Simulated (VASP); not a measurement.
A run of VASP 6.6.1 is set up as follows.

File INCAR:

```
SYSTEM = AgBr
PREC     = Accurate       ! precision mode
ENCUT    = 500            ! plane-wave cutoff, eV
EDIFF    = 1E-7           ! SCF threshold, eV
ISMEAR   = -1             ! smearing method
SIGMA    = 0.02           ! smearing width, eV
LREAL    = .False.        ! projectors in reciprocal space
LASPH    = .True.         ! aspherical terms in the spheres
NELM     = 120            ! most SCF steps
ALGO     = Normal         ! electronic algorithm
ISIF     = 3              ! what is computed and relaxed
LWAVE    = .False.        ! write WAVECAR
LCHARG   = .False.        ! write CHGCAR
GGA      = PE             ! functional
IBRION   = 2              ! ionic algorithm
NSW      = 80             ! ionic steps
EDIFFG   = -0.005         ! ionic threshold
GGA_COMPAT= .False.      
NELMIN   = 4
```

File KPOINTS:

```
Automatic mesh
0
Gamma
  8 8 8
  0 0 0
```

File POSCAR:

```
AgBr
1.0
    0.0000000000      2.7363110000      2.7363110000
    2.7363110000      0.0000000000      2.7363110000
    2.7363110000      2.7363110000      0.0000000000
Ag Br
1 1
Direct
    0.0000000000      0.0000000000      0.0000000000
    0.5000000000      0.5000000000      0.5000000000
```

Potentials or basis: VASP PAW PBE potentials, release 64 (Ag, Br).

Run with:

```console
$ cat potpaw_PBE.64/Ag/POTCAR potpaw_PBE.64/Br/POTCAR > POTCAR
$ mpirun -np 1 vasp_std > vasp.out
```

**Question.** Predict the relaxed volume.

**Answer.** 24.87 Å³/atom.

**Question.** Predict the band gap on the k mesh.

**Answer.** 0.69 eV, indirect (least direct gap 2.44 eV).

**Question.** What does it give for the relaxed cell?

**Answer.** a = 4.128 Å, b = 4.128 Å, c = 4.128 Å, α = 60.00°, β = 60.00°, γ = 60.00°.

Final structure:
```
Ag Br
1.0
     0.00000    2.91888    2.91888
     2.91888    0.00000    2.91888
     2.91888    2.91888    0.00000
Ag Br
1 1
Direct
  0.00000 0.00000 0.00000
  0.50000 0.50000 0.50000
```

Caveat: the volume moved by over 15 % at a fixed basis, so the end points are rough. As with any semilocal functional, this PBE gap is likely too small.
